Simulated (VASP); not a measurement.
Write the native input for VASP 6.6.1 that does the following.

```yaml
Task: relaxation of cell and atoms
Functional: PBE
Potentials_or_basis: VASP PAW PBE potentials, release 64 (Bi_d)
Cutoff: 600 eV
k_mesh: 14 × 14 × 14
Occupations: fermi-dirac, width 0.08 eV
Spin: no spin polarisation
Target_pressure: 6.3 GPa
Dipole_correction: no
Further_INCAR_settings: ALGO = Normal; EDIFF = 1e-06; IBRION = 2; EDIFFG = -0.005; NSW = 32; ISIF = 3
```

The structure of Bi lies in POSCAR:

```
Bi
1.0
    0.0000000000      2.4346762127      2.4346762127
    2.4346762127      0.0000000000      2.4346762127
    2.4346762127      2.4346762127      0.0000000000
Bi
1
Direct
    0.0000000000      0.0000000000      0.0000000000
```

This isn't the form of Bi at room conditions, which is rhombohedral.

One way to write it, as run:

INCAR

```
ALGO = Normal
EDIFF = 1E-6
EDIFFG = -0.005
ENCUT = 600
GGA = PE
IBRION = 2
ISIF = 3
ISMEAR = -1
LASPH = T
LCHARG = F
LREAL = F
LWAVE = F
NELM = 60
NSW = 32
PREC = Accurate
PSTRESS = 63.0
SIGMA = 0.08
```

KPOINTS

```
k-points
0
Gamma
  14 14 14
```

Potentials or basis: VASP PAW PBE potentials, release 64 (Bi_d).

Run with:

```sh
$ cat potpaw_PBE.64/Bi_d/POTCAR > POTCAR
$ mpirun -np 1 vasp_std > vasp.out
```

It gave:

| Property | Result |
| --- | --- |
| Pressure after relaxing | 6.3 GPa |
| Band gap on the k mesh | zero (an odd number of electrons rules out a gap without spin polarisation) |

Caveat: the cell is relaxed towards a set pressure, so the run minimises the enthalpy, not the energy; spin-orbit coupling is left out, which moves the levels of the heavy elements.

Wall time 22 s on 1 thread of Intel(R) Xeon(R) Platinum 8559C (Emerald Rapids) (shared host), peak memory 0.18 GiB.
